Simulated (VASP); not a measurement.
Crystal: Te.

```
Te
1.0
     4.45400    0.00000    0.00000
    -2.22700    3.85728    0.00000
     0.00000    0.00000    5.92400
Te
3
Cartesian
  1.1981 0.0000 1.9747
  -0.5991 1.0376 3.9493
  1.6279 2.8197 0.0000
```

| Quantity | Value |
| --- | --- |
| Program | VASP 6.6.1 |
| Task | relaxation of cell and atoms |
| Functional | revPBE |
| Potentials or basis | VASP PAW PBE potentials, release 64 (Te) |
| Cutoff | 600 eV |
| k mesh | 5 × 5 × 3 |
| Occupations | fermi-dirac, width 0.05 eV |
| Spin | no spin polarisation |

At the start: pressure 2.4 GPa; volume 33.93 Å³/atom.

Question: How do energy, volume and symmetry change on relaxing?

Answer: Over 10 steps the energy falls by 19.4 meV/atom and the volume is 38.17 Å³/atom (+12.5 %); space group P3_121 (No. 152, to 0.1 Å) before and after.

Step by step:
| step | energy change (eV) | largest force (eV/Å) | pressure (GPa) | volume (Å³) |
| --- | --- | --- | --- | --- |
| 1 | 0.0000 | 0.1670 | 2.42 | 101.78 |
| 2 | -0.0251 | 0.2338 | -1.05 | 109.51 |
| 3 | -0.0362 | 0.1006 | 0.07 | 106.62 |
| 4 | -0.0396 | 0.0975 | 0.07 | 107.07 |
| 5 | -0.0472 | 0.0867 | 0.08 | 108.42 |
| 6 | -0.0527 | 0.0569 | 0.21 | 111.06 |
| 7 | -0.0550 | 0.1110 | -0.32 | 113.71 |
| 8 | -0.0551 | 0.1042 | -0.26 | 113.38 |
| 9 | -0.0573 | 0.0592 | -0.14 | 113.90 |
| 10 | -0.0583 | 0.0015 | 0.01 | 114.50 |

Final structure:
```cif
data_structure
_symmetry_space_group_name_H-M 'P 1'
_symmetry_Int_Tables_number 1
_cell_length_a 4.7345
_cell_length_b 4.7345
_cell_length_c 5.8983
_cell_angle_alpha 90.000
_cell_angle_beta 90.000
_cell_angle_gamma 120.000
_cell_volume 114.50
loop_
_atom_site_label
_atom_site_type_symbol
_atom_site_fract_x
_atom_site_fract_y
_atom_site_fract_z
_atom_site_occupancy
Te1 Te 0.25297 0.00000 0.33333 1
Te2 Te 0.00000 0.25297 0.66667 1
Te3 Te 0.74703 0.74703 0.00000 1
```

Caveat: the PAW data sets were made with another functional, which shifts forces and pressure a little.
